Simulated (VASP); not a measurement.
RbH3: single point with PBE

The system is RbH3.

```xyz
4
Lattice="2.6130 -2.6281 0.0000 2.6130 2.6281 0.0000 0.0000 0.0000 4.9657" Properties=species:S:1:pos:R:3 pbc="T T T"
Rb    0.0000    0.0000    0.0000
H     2.6130    0.0000    1.4284
H     2.6130    0.0000    2.4829
H     2.6130    0.0000    3.5373
```

```yaml
Program: VASP 6.6.1
Task: single point
Functional: PBE
Potentials_or_basis: VASP PAW PBE potentials, release 64 (Rb_sv, H)
Cutoff: 520 eV
k_mesh: 8 × 8 × 6
Occupations: gaussian, width 0.02 eV
Spin: no spin polarisation
```

The pressure is -0.1 GPa. The largest force is 0.012 eV/Å. The band gap on the k mesh is 1.81 eV, indirect (least direct gap 2.31 eV).

Forces on the atoms (eV/Å):
```
Rb   0.000  0.000  0.000
H    0.000  0.000  0.012
H    0.000  0.000  0.000
H    0.000  0.000 -0.012
```

Levels at points of the mesh, in eV from the valence-band top:
```csv
k point,band 3,band 4,band 5,band 6,band 7,band 8,band 9,band 10
"(0.00, 0.00, 0.00)",-11.21,-11.21,-6.85,-0.47,1.85,4.18,4.30,8.06
"(0.50, 0.00, 0.00)",-11.50,-11.13,-6.21,-0.73,1.81,4.62,4.87,6.47
"(0.50, 0.50, 0.00)",-11.83,-11.41,-6.22,0.00,2.81,4.83,4.88,4.93
"(0.00, 0.00, 0.50)",-11.21,-11.21,-6.33,-2.50,4.47,5.64,6.12,6.91
"(0.50, 0.00, 0.50)",-11.55,-11.13,-6.29,-1.10,3.44,3.86,5.14,6.79
"(0.50, 0.50, 0.50)",-11.82,-11.45,-5.95,-1.74,3.29,3.32,7.21,7.61
```

Run time: 32 s on 1 thread of AMD EPYC 9R45 96-Core Processor (Zen 5), with other jobs on the host, peak memory 0.19 GiB.

A k mesh can miss the band edges. Expect the measured gap to be larger: semilocal functionals such as PBE lack the derivative discontinuity.
